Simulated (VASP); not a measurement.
Runs of VASP 6.6.1 on MoSe. The structure is that of space group F-43m (No. 216), or close to it. The cells are those of the table. 

```tsv
spin	cell	gap on the mesh (eV)	pressure (GPa)
off	a = 4.399 Å, angles 60.0°, 2 atoms	0.90	-5.1
off	a = 4.242 Å, angles 60.0°, 2 atoms	(a)	-0.2
collinear	a = 4.084 Å, angles 60.0°, 2 atoms	none	18.0
off	a = 4.184 Å, angles 60.0°, 2 atoms	(b)	2.0
```

Alike in all rows: task single point; level r2SCAN+U; potentials or basis VASP PAW PBE potentials, release 64 (Mo_sv, Se); Mo d U = 4.38 eV; k mesh 12 × 12 × 12; cutoff (eV) 520; smearing gaussian 0.1 eV.

Problem. Fill in the values left out.

Solution. (a) 0.42; (b) 0.23.

Caveats: the PAW data sets were made with another functional, which shifts forces and pressure a little; the cell stands under tension (at least some runs); the cell stands under pressure (at least some runs).

A k mesh can miss the band edges, and the runs leave out spin-orbit coupling on Mo, Se.

A gap of «none» marks levels without a gap at the run's occupations.
